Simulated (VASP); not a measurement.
Set up this calculation in VASP 6.6.1, as the native input.

```yaml
Task: single point
Functional: PBE
Potentials_or_basis: VASP PAW PBE potentials, release 64 (Te)
Cutoff: 520 eV
k_mesh: 7 × 7 × 5
Occupations: fermi-dirac, width 0.05 eV
Spin: no spin polarisation
Dipole_correction: no
Further_INCAR_settings: ALGO = Normal; EDIFF = 1e-07; NBANDS = 16
```

The structure of Te lies in POSCAR:

```
Te
1.0
    4.5302708278      0.0000000000      0.0000000000
   -2.2651354139      3.9233296229      0.0000000000
    0.0000000000      0.0000000000      5.9374277250
Te
3
Direct
    0.2684005468      1.0000000000      0.3333333333
    0.0000000000      0.2684005468      0.6666666667
    0.7315994532      0.7315994532      0.0000000000
```

These files were run (other wordings do the same):

INCAR

```
ALGO     = Normal         # electronic algorithm
EDIFF    = 1E-7           # SCF threshold, eV
ENCUT    = 520            # plane-wave cutoff, eV
GGA      = PE             # functional
ISIF     = 2              # what is computed and relaxed
ISMEAR   = -1             # smearing method
LASPH    = T              # aspherical terms in the spheres
LCHARG   = T              # write CHGCAR
LELF     = T              # ELF
LREAL    = F              # projectors in reciprocal space
LVHAR    = T            
LWAVE    = F              # write WAVECAR
NBANDS   = 16             # bands
NELM     = 60             # most SCF steps
PREC     = Accurate       # precision mode
SIGMA    = 0.05           # smearing width, eV
```

KPOINTS

```
k-points
0
Gamma
  7 7 5
```

Potentials or basis: VASP PAW PBE potentials, release 64 (Te).

Command:

```sh
$ cat potpaw_PBE.64/Te/POTCAR > POTCAR
$ mpirun -np 1 vasp_std > vasp.out
```

It gave:

| Property | Result |
| --- | --- |
| Pressure | 0.0 GPa |
| Largest force | 0.004 eV/Å |
| Band gap on the k mesh | 0.60 eV, indirect (least direct gap 0.81 eV) |

Caveat: spin-orbit coupling is left out, which moves the levels of the heavy elements.

Wall time 43 s on 1 thread of Intel Xeon 6975P-C, on a shared host, peak memory 0.25 GiB.
